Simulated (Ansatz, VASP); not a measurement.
One calculation of PtSe2, two programs

INCAR

```
PREC = Accurate
ENCUT = 520
EDIFF = 1E-7
ISMEAR = -1
SIGMA = 0.02
LREAL = False
LASPH = True
NELM = 100
ALGO = Normal
ISIF = 2
LWAVE = False
LCHARG = False
GGA = PE
NBANDS = 18
```

File KPOINTS:

```
Automatic mesh
0
Gamma
  12 12 6
```

POSCAR

```
PtSe2
1.0
    3.7472936128      0.0000000000      0.0000000000
   -1.8736468064      3.2452514641      0.0000000000
    0.0000000000      0.0000000000      5.3035424151
Pt Se
1 2
Direct
    0.0000000000      0.0000000000      0.0000000000
    0.3333333333      0.6666666667      0.2434730995
    0.6666666667      0.3333333333      0.7565269005
```

Input for Ansatz:

```yaml
crystal:
  lattice:
    - [3.7472936128, 0.0, 0.0]
    - [-1.8736468064, 3.2452514641, 0.0]
    - [0.0, 0.0, 5.3035424151]
  atoms:
    - { symbol: Pt, position: [0.0, 0.0, 0.0] }
    - { symbol: Se, position: [0.3333333333, 0.6666666667, 0.2434730995] }
    - { symbol: Se, position: [0.6666666667, 0.3333333333, 0.7565269005] }
kpoints:
  mp_grid: { grid: [12, 12, 6] }
  band_path:
    path:
      - [0.0, 0.0, 0.0]
      - [0.5, 0.0, 0.0]
      - [0.3333333333, 0.3333333333, 0.0]
      - [0.0, 0.0, 0.5]
      - [0.5, 0.0, 0.5]
      - [0.3333333333, 0.3333333333, 0.5]
      - [0.0, 0.25, 0.3333333333]
      - [0.0, 0.282552, 0.294271]
    npoints: 1
hamiltonian:
  xc: pbe
scf:
  occupations: { method: fermi_dirac, width: 0.02 }
  n_extra_bands: 4
output:
  forces: true
  stress: true
  eigenvalues: true
```

Change from the starting cell: hydrostatic strain +0.5%.

Alike in both runs: task single point; functional PBE; k mesh 12 × 12 × 6; occupations fermi-dirac, width 0.02 eV; no spin polarisation.

|  | VASP | Ansatz |
| --- | --- | --- |
| version | VASP 6.6.1 | Ansatz 0.2.0 |
| potentials or method | VASP PAW PBE potentials, release 64 (Pt, Se) | plane waves, PAW |
| plane-wave cutoff (eV) | 520 | 420 |
| valence electrons in the cell | 22 | 50 |

```csv
,VASP,Ansatz,Ansatz less VASP
pressure (GPa),2.7,2.8,+0.03
"traceless stress, the component that is largest in VASP (GPa)",-0.57,-0.56,+0.007
rms of the force components (eV/Å),0.075,0.074,-0.0012
```

Atom by atom the forces differ by 0.001 eV/Å (rms over components). With one functional, cell and mesh, what is left measures potentials, basis and numerics. VASP's potentials hold 22 valence electrons a cell and Ansatz's 50, so a difference there can come from the potentials and not from the codes.

Neither program's run includes spin-orbit coupling.
